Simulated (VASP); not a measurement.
Wanted: the native input for a VASP 6.6.1 run.

| Property | Result |
| --- | --- |
| Task | single point |
| Functional | PBE |
| Potentials or basis | VASP PAW PBE potentials, release 64 (Hf_pv, N) |
| Cutoff | 600 eV |
| k mesh | 10 × 10 × 10 |
| Occupations | fermi-dirac, width 0.03 eV |
| Spin | no spin polarisation |
| Dipole correction | no |
| Further INCAR settings | ALGO = Normal; EDIFF = 1e-06; NBANDS = 14 |

The structure of HfN lies in POSCAR:

```
HfN
1.0
    0.0000000000      2.3033053658      2.3033053658
    2.3033053658      0.0000000000      2.3033053658
    2.3033053658      2.3033053658      0.0000000000
Hf N
1 1
Direct
    0.0000000000      0.0000000000      0.0000000000
    0.5000000000      0.5000000000      0.5000000000
```

This cell differs from its parent crystal: volume scaled by 1.06.

These files were run (other wordings do the same):

INCAR

```
SYSTEM = HfN
PREC     = Accurate       ! precision mode
ENCUT    = 600            ! plane-wave cutoff, eV
EDIFF    = 1E-6           ! SCF threshold, eV
ISMEAR   = -1             ! smearing method
SIGMA    = 0.03           ! smearing width, eV
LREAL    = .FALSE.        ! projectors in reciprocal space
LASPH    = .TRUE.         ! aspherical terms in the spheres
NELM     = 120            ! most SCF steps
ALGO     = Normal         ! electronic algorithm
ISIF     = 2              ! what is computed and relaxed
LWAVE    = .FALSE.        ! write WAVECAR
LCHARG   = .FALSE.        ! write CHGCAR
GGA      = PE             ! functional
NBANDS   = 14             ! bands
GGA_COMPAT= .FALSE.
```

KPOINTS

```
regular mesh
0
G
  10 10 10
  0 0 0
```

Potentials or basis: VASP PAW PBE potentials, release 64 (Hf_pv, N).

Command:

```console
$ cat potpaw_PBE.64/Hf_pv/POTCAR potpaw_PBE.64/N/POTCAR > POTCAR
$ mpirun -np 1 vasp_std > vasp.out
```

It gave:

The pressure is -11.6 GPa.

It used 42 s of CPU time on 1 thread of AMD EPYC 7R13 Processor (Zen 3), with other jobs on the host.
